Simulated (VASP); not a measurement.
## GaSi3C3N (an interface model): single point with PBEsol

The system is GaSi3C3N (an interface model).

```
Si Ga C N
1.0
     0.00000    0.00000    5.04757
     3.07602    0.00000    0.00000
     0.00000   10.81739    0.00000
Si Ga C N
6 2 6 2
Direct
  0.00656 0.99011 0.16169
  0.99771 0.48809 0.41476
  0.00132 0.02979 0.66088
  0.49510 0.50754 0.07580
  0.50243 0.98273 0.33370
  0.50872 0.52565 0.58230
  0.99756 0.50398 0.90533
  0.50698 0.98628 0.82063
  0.38618 0.02247 0.17057
  0.37415 0.48098 0.41671
  0.38092 0.99872 0.65558
  0.88394 0.48555 0.07854
  0.87417 0.98389 0.32070
  0.86640 0.49187 0.56907
  0.36524 0.51021 0.90966
  0.87166 0.01082 0.81964
```

```yaml
Program: VASP 6.6.1
Task: single point
Functional: PBEsol
Potentials_or_basis: VASP PAW PBE potentials, release 64 (Si, Ga_d, C, N)
Cutoff: 520 eV
k_mesh: 2 × 2 × 2
Occupations: fermi-dirac, width 0.05 eV
Spin: no spin polarisation
Dipole_correction: no
Further_INCAR_settings: LREAL = Auto; ALGO = Normal; EDIFF = 1e-07; NBANDS = 56
```

* Pressure: 4.0 GPa
* Largest force: 3.665 eV/Å
* Band gap on the k mesh: 2.29 eV (least direct gap 2.56 eV)

Forces in eV/Å, atoms in the order of the input:
```
Si  -0.014 -0.739 -0.413
Si  -0.087 -2.945  0.350
Si  -1.692 -0.907  0.017
Si   0.372  0.966  0.637
Si   0.231  0.028 -0.179
Si  -2.281 -1.712 -1.674
Ga   0.239  1.601 -0.355
Ga   0.843  0.871 -1.327
C   -0.923 -2.455 -0.878
C    0.428 -0.254  0.386
C    1.955 -0.281 -1.471
C    0.421  0.331 -1.033
C    0.118  2.525  0.538
C    1.366  3.161  1.255
N   -0.780  2.038  2.354
N   -0.196 -2.228  1.791
```

Stress tensor (GPa, compression positive):
```
10.59 -0.63 -0.39
-0.63 -3.50 -1.03
-0.39 -1.03  4.77
```

Levels at points of the mesh, in eV from the valence-band top:
```csv
k point,band 38,band 39,band 40,band 41,band 42,band 43,band 44,band 45,band 46,band 47
"(0.00, 0.00, 0.00)",-1.01,-0.60,-0.52,-0.28,0.00,2.56,3.02,3.59,3.83,4.21
"(0.50, 0.00, 0.00)",-1.63,-1.22,-1.07,-0.91,-0.62,2.37,2.67,3.51,3.94,4.28
"(0.00, 0.50, 0.00)",-3.09,-2.84,-2.70,-1.66,-1.47,2.29,2.36,2.63,2.87,3.61
"(0.50, 0.50, 0.00)",-2.45,-2.25,-2.18,-1.98,-1.68,2.40,2.53,2.93,3.03,4.11
"(0.00, 0.00, 0.50)",-1.27,-0.98,-0.51,-0.26,-0.01,2.62,3.26,3.34,4.24,4.56
"(0.50, 0.00, 0.50)",-1.68,-1.51,-1.46,-1.02,-0.71,2.46,2.89,3.19,3.59,4.79
"(0.00, 0.50, 0.50)",-2.83,-2.59,-2.35,-2.17,-2.05,2.81,3.02,3.33,3.53,3.57
"(0.50, 0.50, 0.50)",-2.57,-2.17,-2.10,-1.98,-1.66,3.08,3.15,3.36,3.49,3.53
```

Wall time 4.2 min on 1 thread of AMD EPYC 7R13 (shared host), peak memory 0.25 GiB.

Caveat: the k points lie up to 1.02 Å⁻¹ apart; the PAW data sets were made with another functional, which shifts forces and pressure a little.
